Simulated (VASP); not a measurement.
A run of VASP 6.6.1:

Contents of INCAR:

```
  PREC = Accurate
  ENCUT = 520
  EDIFF = 1E-6
  ISMEAR = 0
  SIGMA = 0.02
  LREAL = F
  LASPH = T
  NELM = 100
  ALGO = Normal
  ISIF = 2
  LWAVE = F
  LCHARG = F
  GGA = PE
  NBANDS = 28
```

KPOINTS

```
regular mesh
0
Gamma
  8 8 8
```

The input POSCAR:

```
BaTiO3
1.0
    4.1398284623      0.0000000000      0.0000000000
    0.0000000000      4.1398284623      0.0000000000
    0.0000000000      0.0000000000      3.9395725726
Ba Ti O
1 1 3
Direct
    0.5000000000      0.5000000000      0.5000000000
    0.0000000000      0.0000000000      0.0000000000
    0.5000000000      0.0000000000      0.0000000000
    0.0000000000      0.5000000000      0.0000000000
    0.0000000000      0.0000000000      0.5000000000
```

Potentials or basis: VASP PAW PBE potentials, release 64 (Ba_sv, Ti_sv, O).

Launch:

```sh
$ cat potpaw_PBE.64/Ba_sv/POTCAR potpaw_PBE.64/Ti_sv/POTCAR potpaw_PBE.64/O/POTCAR > POTCAR
$ mpirun -np 1 vasp_std > vasp.out
```

Hardware: 1 thread of Intel Xeon 8259CL, on a shared host.

Problem. Estimate the wall time of this run.

Solution. Run time: 3.5 min on 1 thread of Intel Xeon 8259CL, with other jobs on the host, peak memory 0.28 GiB. Counts: scf iterations 16, k points 75.
